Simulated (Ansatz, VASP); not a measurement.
**Two plane-wave programs on CoO**

INCAR

```
SYSTEM = CoO
  PREC = Accurate
  ENCUT = 520
  EDIFF = 1E-7
  ISMEAR = 0
  SIGMA = 0.02
  LREAL = .FALSE.
  LASPH = .TRUE.
  NELM = 150
  ALGO = Normal
  ISIF = 2
  LWAVE = .FALSE.
  LCHARG = .FALSE.
  ISPIN = 2
  MAGMOM = 4.5 0
  LORBIT = 11
  LMAXMIX = 4
  LDAU = .TRUE.
  LDAUTYPE = 2
  LDAUL = 2 -1
  LDAUU = 3.32 0
  LDAUJ = 0 0
  LDAUPRINT = 1
  GGA = PE
  NBANDS = 18
```

The input KPOINTS:

```
regular mesh
0
G
  10 10 10
  0 0 0
```

Contents of POSCAR:

```
CoO
1.0
    2.6612513074      0.0000000000      0.0000000000
    0.0000000000      2.6612513074      0.0000000000
    0.0000000000      0.0000000000      2.6612513074
Co O
1 1
Direct
    0.0000000000      0.0000000000      0.0000000000
    0.5000000000      0.5000000000      0.5000000000
```

Input for Ansatz:

```yaml
crystal:
  lattice:
    - [2.6612513074, 0.0, 0.0]
    - [0.0, 2.6612513074, 0.0]
    - [0.0, 0.0, 2.6612513074]
  atoms:
    - { symbol: Co, position: [0.0, 0.0, 0.0], spin: 4.5 }
    - { symbol: O, position: [0.5, 0.5, 0.5] }
basis:
  ecutwfc: 420
kpoints:
  mp_grid: { grid: [10, 10, 10] }
hamiltonian:
  xc: pbe
  hubbard: { sites: [{ species: Co, l: d, u_eff: 3.32 }] }
scf:
  occupations: { method: gaussian, width: 0.02 }
output:
  forces: true
  stress: true
  eigenvalues: true
  populations: true
magnetization:
  spin_polarized: true
```

Alike in both runs: task single point; functional PBE; k mesh 10 × 10 × 10; occupations gaussian, width 0.02 eV; collinear spin; Hubbard terms Co d U = 3.32 eV.

|  | VASP | Ansatz |
| --- | --- | --- |
| version | VASP 6.6.1 | Ansatz 0.2.0 |
| potentials or method | VASP PAW PBE potentials, release 64 (Co, O), cutoff 520 eV | scalar-relativistic, plane waves, PAW |
| valence electrons in the cell | 15 | 23 |

VASP gave:

| Property | Result |
| --- | --- |
| gap on the k mesh at the Fermi level (eV) | 1.03 |
| least direct gap on the mesh (eV) | 1.61 |
| pressure (GPa) | -3.8 |
| net moment per atom (μB) | 1.50 |
| size of the moment on the site where the two differ most (μB) | 2.69 |

Estimate Ansatz's values.

gap on the k mesh at the Fermi level (eV): 0.87; least direct gap on the mesh (eV): 1.63; pressure (GPa): 0.0; net moment per atom (μB): 1.50; size of the moment on the site where the two differ most (μB): 2.61.

Site moments also hang on the region over which each program counts them. The programs project onto different local orbitals, so the same U acts differently, and such runs can settle in different states. VASP's potentials hold 15 valence electrons a cell and Ansatz's 23, so a difference there can come from the potentials and not from the codes. Ansatz's warnings: given moment on shells.
